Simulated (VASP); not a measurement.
Ti3Al3Cu2, 8 atoms in the cell. It takes space group P4/mmm (No. 123, tetragonal). Conventional cell: a = 2.861 Å, b = 2.861 Å, c = 14.696 Å, α = 90.00°, β = 90.00°, γ = 90.00°. Within 3.6 Å of Ti (site symmetry 4/mmm) lie 8 Cu at 2.71 Å and 4 Ti at 2.86 Å and 2 Al at 3.38 Å. Within 3.7 Å of Ti (site symmetry 4mm) lie 8 Al at 2.83 to 2.84 Å and 4 Ti at 2.86 Å and 1 Cu at 3.56 Å. Al (site symmetry 4mm) has 4 Cu at 2.56 Å and 5 Ti at 2.83 to 3.38 Å and 4 Al at 2.86 Å within 3.4 Å. Al (site symmetry 4/mmm) has 8 Ti at 2.84 Å and 4 Al at 2.86 Å within 3.7 Å. Within 3.4 Å of Cu (site symmetry 4mm) lie 4 Al at 2.56 Å and 4 Ti at 2.71 Å and 4 Cu at 2.86 Å. 

```yaml
Program: VASP 6.6.1
Task: single point
Functional: PBE
Potentials_or_basis: VASP PAW PBE potentials, release 64 (Ti_sv, Al, Cu)
Cutoff: 520 eV
k_mesh: 12 × 12 × 2
Occupations: gaussian, width 0.1 eV
Spin: collinear spin
Starting_moments: "[1.0, 1.0, -1.0, 0.0, 0.0, 0.0, 1.0, -1.0] μB"
Dipole_correction: no
Further_INCAR_settings: ALGO = Normal; EDIFF = 1e-06; NBANDS = 48
```

Potentials or basis: VASP PAW PBE potentials, release 64 (Ti_sv, Al, Cu).

Run with:

```console
$ cat potpaw_PBE.64/Ti_sv/POTCAR potpaw_PBE.64/Al/POTCAR potpaw_PBE.64/Cu/POTCAR > POTCAR
$ mpirun -np 1 vasp_std > vasp.out
```

Hardware: 1 thread of Oxide Virtual Turin-like Processor, with other jobs on the host.

**Question.** Estimate the wall time of this run.

**Answer.** Wall time 28 min on 1 thread of Oxide Virtual Turin-like Processor (shared host), peak memory 0.58 GiB. Counts: scf iterations 22, k points 56.
